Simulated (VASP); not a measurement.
# Nd2AlSe3 (P6/mmm) in VASP: single point with PBE

Aim: the single point of Nd2AlSe3 with PBE.

Everything below comes from runs of VASP 6.6.1. Logs are shortened: lines on timing, memory, paths and dates and some standing lists are left out, and cuts for length are marked.

### 1 The cell of the first run

The structure is hexagonal, space group P6/mmm (No. 191). The conventional cell has a = 6.520 Å, b = 6.520 Å, c = 4.018 Å, α = 90.00°, β = 90.00°, γ = 120.00°. Within 3.6 Å of Nd (site symmetry -6m2) lie 6 Se at 2.75 Å. Within 4.9 Å of Al (site symmetry 6/mmm) lie 6 Nd at 3.76 Å and 12 Se at 3.83 Å and 2 Al at 4.02 Å. Se (site symmetry mmm) has 4 Nd at 2.75 Å and 4 Se at 3.26 Å within 3.6 Å.

### 2 Single point, PBE

INCAR reads:

```
SYSTEM = Nd2AlSe3
ALGO = Normal
EDIFF = 1E-7
ENCUT = 520
GGA = PE
ISIF = 2
ISMEAR = 0
LASPH = .TRUE.
LCHARG = .TRUE.
LELF = .TRUE.
LREAL = .FALSE.
LVHAR = .TRUE.
LWAVE = .FALSE.
NBANDS = 34
NELM = 80
PREC = Accurate
SIGMA = 0.1
```

KPOINTS reads:

```
k-points
0
G
  3 3 4
  0 0 0
```

POSCAR reads:

```
Nd2AlSe3
1.0
    6.5204623500      0.0000000000      0.0000000000
   -3.2602311700      5.6468860400      0.0000000000
    0.0000000000      0.0000000000      4.0176451500
Nd Al Se
2 1 3
Direct
    0.3333333300      0.6666666700      0.0000000000
    0.6666666700      0.3333333300      0.0000000000
    0.0000000000      0.0000000000      0.0000000000
    0.5000000000      0.0000000000      0.5000000000
    0.5000000000      0.5000000000      0.5000000000
    0.0000000000      0.5000000000      0.5000000000
```

Potentials or basis: VASP PAW PBE potentials, release 64 (Nd, Al, Se).

Started as:

```console
$ cat potpaw_PBE.64/Nd/POTCAR potpaw_PBE.64/Al/POTCAR potpaw_PBE.64/Se/POTCAR > POTCAR
$ mpirun -np 1 vasp_std > vasp.out
```

OUTCAR:

```text
SYSTEM = Nd2AlSe3
   EDIFF = 1E-7
   ENCUT = 520
   GGA = PE
   ISIF = 2
   ISMEAR = 0
   LASPH = .TRUE.
   LREAL = .FALSE.
   NELM = 80
   PREC = Accurate

 ion  position               nearest neighbor table
   1  0.333  0.667  0.000-   4 2.75   4 2.75   6 2.75   6 2.75   5 2.75   5 2.75
   2  0.667  0.333  0.000-   4 2.75   4 2.75   6 2.75   6 2.75   5 2.75   5 2.75
   3  0.000  0.000  0.000-
   4  0.500  0.000  0.500-   1 2.75   2 2.75   1 2.75   2 2.75
   5  0.500  0.500  0.500-   1 2.75   2 2.75   1 2.75   2 2.75
   6  0.000  0.500  0.500-   1 2.75   2 2.75   1 2.75   2 2.75

  LATTYP: Found a hexagonal cell.
 ALAT       =     6.5204623500
 C/A-ratio  =     0.6161595504

  Lattice vectors:

 A1 = (   6.5204623500,   0.0000000000,   0.0000000000)
 A2 = (  -3.2602311700,   5.6468860400,   0.0000000000)
 A3 = (   0.0000000000,   0.0000000000,   4.0176451500)

Analysis of symmetry for initial positions (statically):
[... 6 lines left out ...]

 Subroutine GETGRP returns: Found 24 space group operations
 (whereof 24 operations were pure point group operations)
 out of a pool of 24 trial point group operations.

The static configuration has the point symmetry D_6h.

Analysis of symmetry for dynamics (positions and initial velocities):
[... 6 lines left out ...]

 Subroutine GETGRP returns: Found 24 space group operations
 (whereof 24 operations were pure point group operations)
 out of a pool of 24 trial point group operations.

The dynamic configuration has the point symmetry D_6h.

 Subroutine INISYM returns: Found 24 space group operations
 (whereof 24 operations are pure point group operations),
 and found     1 'primitive' translations

----------------------------------------------------------------------------------------

                                     Primitive cell

  volume of cell :     147.9309

  direct lattice vectors                    reciprocal lattice vectors
     6.520462350  0.000000000  0.000000000     0.153363358  0.088544376  0.000000000
    -3.260231170  5.646886040  0.000000000     0.000000000  0.177088752  0.000000000
     0.000000000  0.000000000  4.017645150     0.000000000  0.000000000  0.248902022

  length of vectors
     6.520462350  6.520462348  4.017645150     0.177088752  0.177088752  0.248902022

  position of ions in fractional coordinates (direct lattice)
     0.333333330  0.666666670  0.000000000
     0.666666670  0.333333330  0.000000000
     0.000000000  0.000000000  0.000000000
     0.500000000  0.000000000  0.500000000
     0.500000000  0.500000000  0.500000000
     0.000000000  0.500000000  0.500000000

  ion indices of the primitive-cell ions
   primitive index   ion index
[... 64 lines left out ...]
   EDIFFG = 0.1E-05   stopping-criterion for IOM
   NSW    =      0    number of steps for IOM
   IBRION =     -1    ionic relax: 0-MD 1-quasi-New 2-CG
   NFREE  =      0    steps in history (QN), initial steepest desc. (CG)
   ISIF   =      2    stress and relaxation
   ISYM   =      2    0-nonsym 1-usesym 2-fastsym
   POTIM  = 0.5000    time-step for ionic-motion
   TEBEG  =    0.0;   TEEND  =   0.0 temperature during run
   PSTRESS=    0.0 pullay stress
   NELECT =      49.0000    total number of electrons
   NUPDOWN=      -1.0000    fix difference up-down
   EMIN   =  10.00;   EMAX   =-10.00  energy-range for DOS
   EFERMI =   0.00;   METHOD = LEGACY
   ISMEAR =     0;   SIGMA  =   0.10  broadening in eV -4-tet -1-fermi 0-gaus
   EFERMI_NEDOS =   21; number of points for ismear=-14 and -15
   IALGO  =     38    algorithm
   IMIX   =      4    mixing-type and parameters
     AMIX     =   0.40;   BMIX     =  1.00
     AMIX_MAG =   1.60;   BMIX_MAG =  1.00
  volume/ion in A,a.u.               =      24.66       166.38
  Fermi-wavevector in a.u.,A,eV,Ry     =   1.132715  2.140520 17.456853  1.283043
  Thomas-Fermi vector in A             =   2.269416
   LORBIT       =      0    0 simple, 1 ext, 2 COOP (PROOUT), +10 PAW based schemes
   GGA     = PE    functional components
   LHFCALC =     F    Hartree Fock is set to
   AEXX    =    0.0000 exact exchange contribution
   IVDW    =     0    specifies the selected vdW correction
   LEPSILON=     F    determine dielectric tensor
   LRPA    =     F    only Hartree local field effects (RPA)
 non-spin polarized calculation
 Gauss-broadening in eV      SIGMA  =   0.10
  energy-cutoff  :      520.00
  volume of cell :      147.93
 maximum number of plane-waves:      4002
   NGX = 25   NGY = 25   NGZ = 15

 number of electron      48.9999996 magnetization

 Free energy of the ion-electron system (eV)
  ---------------------------------------------------
  ext. energy  EPLUGINS =         0.00000000
  ---------------------------------------------------
  free energy    TOTEN  =       -29.71244230 eV

  energy without entropy =      -29.50215569  energy(sigma->0) =      -29.60729899

 E-fermi :   5.1123     XC(G=0):  -9.9405

 val. band max:        5.0989065003   @ k =   0.3333  -0.0000   0.2500
 cond. band min:       5.1147412600   @ k =   0.3333   0.3333   0.2500
 fundamental gap:      0.0158347597
 Fermi energy:         5.1123061567

 k-point     1 :       0.0000    0.0000    0.0000
  band No.  band energies     occupation
      1     -31.7425      2.00000
      2     -31.6804      2.00000
      3     -13.6350      2.00000
      4     -13.6350      2.00000
      5     -13.2086      2.00000
      6     -12.9988      2.00000
[... 322 lines left out ...]
     33       5.3864      0.00011
     34       5.5948      0.00000

------------------------ aborting loop because EDIFF is reached ----------------------------------------

  FORCE on cell =-STRESS in cart. coord.  units (eV):
  Direction    XX          YY          ZZ          XY          YZ          ZX
  --------------------------------------------------------------------------------------
  -------------------------------------------------------------------------------------
  Total        7.9743795      7.9743795      6.3649999      0.0000000     -0.0000000      0.0000000
  in kB       86.3671308     86.3671309     68.9366207      0.0000001     -0.0000000      0.0000000
  external PRESSURE =      80.5569608 kB  Pullay stress =       0.0000000 kB

 VOLUME and BASIS-vectors are now :
 -----------------------------------------------------------------------------
  energy-cutoff  :      520.00
  volume of cell :      147.93
      direct lattice vectors                 reciprocal lattice vectors
     6.520462350  0.000000000  0.000000000     0.153363358  0.088544376  0.000000000
    -3.260231170  5.646886040  0.000000000     0.000000000  0.177088752  0.000000000
     0.000000000  0.000000000  4.017645150     0.000000000  0.000000000  0.248902022

 POSITION                                       TOTAL-FORCE (eV/Angst)
 -----------------------------------------------------------------------------------
     -0.00000      3.76459      0.00000        -0.000000     -0.000000      0.000000
      3.26023      1.88230      0.00000         0.000000      0.000000     -0.000000
      0.00000      0.00000      0.00000        -0.000000      0.000000     -0.000000
      3.26023      0.00000      2.00882        -0.000000      0.000000     -0.000000
      1.63012      2.82344      2.00882        -0.000000      0.000000     -0.000000
     -1.63012      2.82344      2.00882        -0.000000      0.000000     -0.000000
 -----------------------------------------------------------------------------------
    total drift:                               -0.000000      0.000000     -0.000000

  FREE ENERGIE OF THE ION-ELECTRON SYSTEM (eV)
  ---------------------------------------------------
  free  energy   TOTEN  =       -29.7124423023 eV

  energy  without entropy=      -29.5021556870  energy(sigma->0) =      -29.60729899
```

Wall time 2.9 min (1 thread of Intel Xeon Platinum 8488C (Sapphire Rapids), shared host); peak memory 0.27 GiB.

Results:

| Property | Result |
| --- | --- |
| Free energy | -29.7124 eV |
| Pressure | 8.1 GPa |

Stress tensor (GPa, compression positive):
```
8.64 0.00 0.00
0.00 8.64 0.00
0.00 0.00 6.89
```

Caveat: the k points lie up to 0.39 Å⁻¹ apart; spin-orbit coupling is left out, which moves the levels of the heavy elements; the run has no spin polarisation, though such a crystal can be magnetic; without U or exact exchange the open f shell lies at the Fermi level, which spoils levels, moments and volumes.
